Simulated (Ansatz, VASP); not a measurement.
**Two plane-wave programs on SrO**

Contents of POSCAR:

```
SrO
1.0
    0.0000000000      2.5973730518      2.5973730518
    2.5973730518      0.0000000000      2.5973730518
    2.5973730518      2.5973730518      0.0000000000
Sr O
1 1
Direct
    0.5000000000      0.5000000000      0.5000000000
    0.0000000000      0.0000000000      0.0000000000
```

File INCAR.step1:

```
SYSTEM = SrO
PREC = Accurate
ENCUT = 520
ISMEAR = 0
SIGMA = 0.02
LREAL = .FALSE.
LASPH = .TRUE.
NELM = 100
NBANDS = 15
GGA = PE
ALGO = Normal
EDIFF = 1E-4
LWAVE = .TRUE.
LCHARG = .FALSE.
```

Contents of INCAR.step2:

```
SYSTEM = SrO
PREC = Accurate
ENCUT = 520
EDIFF = 1E-6
ISMEAR = 0
SIGMA = 0.02
LREAL = .FALSE.
LASPH = .TRUE.
NELM = 100
ALGO = Normal
ISIF = 2
LWAVE = .FALSE.
LCHARG = .FALSE.
METAGGA = R2SCAN
LMIXTAU = .TRUE.
NBANDS = 15
ISTART = 1
```

The input KPOINTS:

```
Automatic mesh
0
G
  8 8 8
  0 0 0
```

Input for Ansatz:

```yaml
crystal:
  lattice:
    - [0.0, 2.5973730518, 2.5973730518]
    - [2.5973730518, 0.0, 2.5973730518]
    - [2.5973730518, 2.5973730518, 0.0]
  atoms:
    - { symbol: Sr, position: [0.5, 0.5, 0.5] }
    - { symbol: O, position: [0.0, 0.0, 0.0] }
basis:
  ecutwfc: 500
kpoints:
  mp_grid: { grid: [8, 8, 8] }
  band_path:
    path:
      - [[0.0, 0.0, 0.0], [0.5, 0.0, 0.5], [0.625, 0.25, 0.625]]
      - [[0.375, 0.375, 0.75], [0.0, 0.0, 0.0], [0.5, 0.5, 0.5], [0.5, 0.25, 0.75], [0.5, 0.0, 0.5]]
    npoints: 14
hamiltonian:
  xc: r2scan
scf:
  occupations: { method: gaussian, width: 0.02 }
  n_extra_bands: 6
output:
  forces: true
  stress: true
  eigenvalues: true
  populations: true
  dos: { projected: true, de: 0.02, nscf_kmesh: { grid: [12, 12, 12] } }
  bader: true
  write_density: true
  write_potential: true
  elf: true
  volumetric_format: npy
```

Alike in both runs: task single point; functional r2SCAN; k mesh 8 × 8 × 8; occupations gaussian, width 0.02 eV; no spin polarisation.

```csv
,VASP,Ansatz
version,VASP 6.6.1,Ansatz 0.2.0
potentials or method,"VASP PAW PBE potentials, release 64 (Sr_sv, O), cutoff 520 eV","scalar-relativistic, plane waves, PAW"
valence electrons in the cell,16,16
```

|  | VASP | Ansatz | Ansatz less VASP |
| --- | --- | --- | --- |
| gap on the k mesh at the Fermi level (eV) | 3.76 | 3.81 | +0.050 |
| least direct gap on the mesh (eV) | 3.86 | 3.90 | +0.039 |
| pressure (GPa) | -1.3 | -1.8 | -0.48 |

VASP's potentials were made for PBE, not for r2SCAN. With one functional, cell and mesh, what is left measures potentials, basis and numerics.
